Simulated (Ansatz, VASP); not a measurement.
Two plane-wave programs on Hf2H3

```xyz
5
Lattice="2.6358 1.5218 2.1072 -2.6358 1.5218 2.1072 0.0000 -3.0436 2.1072" Properties=species:S:1:pos:R:3 pbc="T T T"
Hf    0.0000    0.0000    1.6242
Hf    0.0000    0.0000    4.6975
H     0.6902   -1.1955    3.1608
H     0.6902    1.1955    3.1608
H    -1.3805    0.0000    3.1608
```

Alike in both runs: task single point; functional r2SCAN; k mesh 12 × 12 × 12; occupations gaussian, width 0.1 eV; no spin polarisation.

|  | VASP | Ansatz |
| --- | --- | --- |
| version | VASP 6.6.1 | Ansatz 0.2.0 |
| potentials or method | VASP PAW PBE potentials, release 64 (Hf_pv, H), cutoff 520 eV | scalar-relativistic, plane waves, PAW |
| valence electrons in the cell | 23 | 55 |

```tsv
	VASP	Ansatz	Ansatz less VASP
gap on the k mesh at the Fermi level (eV)	none	none	-
pressure (GPa)	-3.0	-2.2	+0.84
rms of the force components (eV/Å)	0.031	0.023	-0.0074
```

VASP's potentials were made for PBE, not for r2SCAN. Atom by atom the forces differ by 0.008 eV/Å (rms over components). A gap of «none» marks a metal or a gap that the smearing closes. The functional is the same, so the differences come from potentials, cutoffs and numerics. VASP's potentials hold 23 valence electrons a cell and Ansatz's 55, so a difference there can come from the potentials and not from the codes.

Neither program's run includes spin-orbit coupling.
